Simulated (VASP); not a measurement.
Input of a VASP 6.6.1 run:

File INCAR:

```
PREC = Accurate
ENCUT = 520
EDIFF = 1E-6
ISMEAR = 0
SIGMA = 0.05
LREAL = False
LASPH = True
NELM = 150
ALGO = Normal
ISIF = 2
LWAVE = False
LCHARG = True
ISPIN = 2
MAGMOM = 1.5 1.5
LORBIT = 11
LMAXMIX = 4
GGA = PE
LELF = True
LVHAR = True
NBANDS = 18
```

Contents of KPOINTS:

```
regular mesh
0
Gamma
  1 1 13
```

POSCAR

```
Re
1.0
    9.0000000000      0.0000000000      0.0000000000
    0.0000000000      9.3000000000      0.0000000000
    0.0000000000      0.0000000000      4.9601406266
Re
2
Direct
    0.5000000000      0.5000000000      0.0000000000
    0.5000000000      0.5000000000      0.4650000000
```

Potentials or basis: VASP PAW PBE potentials, release 64 (Re).

The run is started by

```sh
$ cat potpaw_PBE.64/Re/POTCAR > POTCAR
$ mpirun -np 1 vasp_std > vasp.out
```

Predict the net moment.

0.77 μB per cell.

What does it give for the largest force?

3.178 eV/Å.

Predict the site moments.

Re +0.32 μB.

Forces on the atoms (eV/Å):
```
Re   0.000  0.000  3.178
Re   0.000  0.000 -3.178
```
